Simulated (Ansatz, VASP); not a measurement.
**Two plane-wave programs on ZnO**

Contents of INCAR:

```
PREC     = Accurate       # precision mode
ENCUT    = 520            # plane-wave cutoff, eV
EDIFF    = 1E-7           # SCF threshold, eV
ISMEAR   = -1             # smearing method
SIGMA    = 0.05           # smearing width, eV
LREAL    = F              # projectors in reciprocal space
LASPH    = T              # aspherical terms in the spheres
NELM     = 80             # most SCF steps
ALGO     = Normal         # electronic algorithm
ISIF     = 2              # what is computed and relaxed
LWAVE    = F              # write WAVECAR
LCHARG   = F              # write CHGCAR
GGA      = PE             # functional
```

The input KPOINTS:

```
Automatic mesh
0
Gamma
  9 9 5
```

The input POSCAR:

```
ZnO
1.0
    3.2493080000      0.0000000000      0.0000000000
   -1.6246540000      2.8139832727      0.0000000000
    0.0000000000      0.0000000000      5.2057090000
Zn O
2 2
Direct
    0.6666666667      0.3333333333      0.0000000000
    0.3333333333      0.6666666667      0.5000000000
    0.3333333333      0.6666666667      0.8790100000
    0.6666666667      0.3333333333      0.3790100000
```

The input KPOINTS_OPT:

```
path GMKGALHA,LM,KH
15
line-mode
reciprocal
 0.0000000000  0.0000000000  0.0000000000  G
 0.5000000000  0.0000000000  0.0000000000  M

 0.5000000000  0.0000000000  0.0000000000  M
 0.3333333333  0.3333333333  0.0000000000  K

 0.3333333333  0.3333333333  0.0000000000  K
 0.0000000000  0.0000000000  0.0000000000  G

 0.0000000000  0.0000000000  0.0000000000  G
 0.0000000000  0.0000000000  0.5000000000  A

 0.0000000000  0.0000000000  0.5000000000  A
 0.5000000000  0.0000000000  0.5000000000  L

 0.5000000000  0.0000000000  0.5000000000  L
 0.3333333333  0.3333333333  0.5000000000  H

 0.3333333333  0.3333333333  0.5000000000  H
 0.0000000000  0.0000000000  0.5000000000  A

 0.5000000000  0.0000000000  0.5000000000  L
 0.5000000000  0.0000000000  0.0000000000  M

 0.3333333333  0.3333333333  0.0000000000  K
 0.3333333333  0.3333333333  0.5000000000  H
```

Contents of input.yaml:

```yaml
crystal:
  lattice:
    - [3.249308, 0.0, 0.0]
    - [-1.624654, 2.8139832727, 0.0]
    - [0.0, 0.0, 5.205709]
  atoms:
    - { symbol: Zn, position: [0.6666666667, 0.3333333333, 0.0] }
    - { symbol: Zn, position: [0.3333333333, 0.6666666667, 0.5] }
    - { symbol: O, position: [0.3333333333, 0.6666666667, 0.87901] }
    - { symbol: O, position: [0.6666666667, 0.3333333333, 0.37901] }
hamiltonian:
  xc: pbe
  pseudopotentials: { kind: paw }
kpoints:
  mp_grid: { grid: [9, 9, 5] }
  band_path:
    path:
      - [[0.0, 0.0, 0.0], [0.5, 0.0, 0.0], [0.3333333333, 0.3333333333, 0.0], [0.0, 0.0, 0.0], [0.0, 0.0, 0.5], [0.5, 0.0, 0.5], [0.3333333333, 0.3333333333, 0.5], [0.0, 0.0, 0.5]]
      - [[0.5, 0.0, 0.5], [0.5, 0.0, 0.0]]
      - [[0.3333333333, 0.3333333333, 0.0], [0.3333333333, 0.3333333333, 0.5]]
    npoints: 14
scf:
  occupations: { method: fermi_dirac, width: 0.05 }
  n_extra_bands: 10
output:
  forces: true
  stress: true
  eigenvalues: true
  fatbands: false
```

Alike in both runs: task band structure; functional PBE; k mesh 9 × 9 × 5; occupations fermi-dirac, width 0.05 eV; no spin polarisation.

|  | VASP | Ansatz |
| --- | --- | --- |
| version | VASP 6.6.1 | Ansatz 0.2.0 |
| potentials or method | VASP PAW PBE potentials, release 64 (Zn, O) | Ansatz PAW |
| plane-wave cutoff (eV) | 520 | 420 |
| valence electrons in the cell | 36 | 36 |

Ansatz gave:

```
gap on the k mesh at the Fermi level (eV)                     : 0.80
least direct gap on the mesh (eV)                             : 0.80
gap along the band path (eV)                                  : 0.80
pressure (GPa)                                                : 4.9
traceless stress, the component that is largest in VASP (GPa) : 1.14
rms of the force components (eV/Å)                            : 0.040
```

**Question.** Estimate VASP's values.

**Answer.** gap on the k mesh at the Fermi level (eV): 0.79; least direct gap on the mesh (eV): 0.79; gap along the band path (eV): 0.79; pressure (GPa): 6.0; traceless stress, the component that is largest in VASP (GPa): 1.17; rms of the force components (eV/Å): 0.043.

Atom by atom the forces differ by 0.002 eV/Å (rms over components).
